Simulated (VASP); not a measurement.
A run of VASP 6.6.1:

The input INCAR:

```
SYSTEM = NaCl
  PREC = Accurate
  ENCUT = 520
  EDIFF = 1E-6
  ISMEAR = 0
  SIGMA = 0.02
  LREAL = .FALSE.
  LASPH = .TRUE.
  NELM = 80
  ALGO = Normal
  ISIF = 2
  LWAVE = .FALSE.
  LCHARG = .FALSE.
  GGA = PE
  NBANDS = 14
```

Contents of KPOINTS:

```
Automatic mesh
0
G
  8 8 8
  0 0 0
```

POSCAR

```
NaCl
1.0
    0.0000000000      2.9029329738      2.9029329738
    2.9029329738      0.0000000000      2.9029329738
    2.9029329738      2.9029329738      0.0000000000
Na Cl
1 1
Direct
    0.0000000000      0.0000000000      0.0000000000
    0.5000000000      0.5000000000      0.5000000000
```

Potentials or basis: VASP PAW PBE potentials, release 64 (Na_pv, Cl).

The run is started by

```bash
$ cat potpaw_PBE.64/Na_pv/POTCAR potpaw_PBE.64/Cl/POTCAR > POTCAR
$ mpirun -np 1 vasp_std > vasp.out
```

Hardware: 1 thread of Intel(R) Xeon(R) Platinum 8259CL CPU @ 2.50GHz (Skylake/Cascade Lake), with other jobs on the host.

Q: Estimate the wall time of this run.

A: It took 17 s on 1 thread of Intel(R) Xeon(R) Platinum 8259CL CPU @ 2.50GHz (Skylake/Cascade Lake), on a shared host, peak memory 0.17 GiB. Counts: scf iterations 12, k points 29.
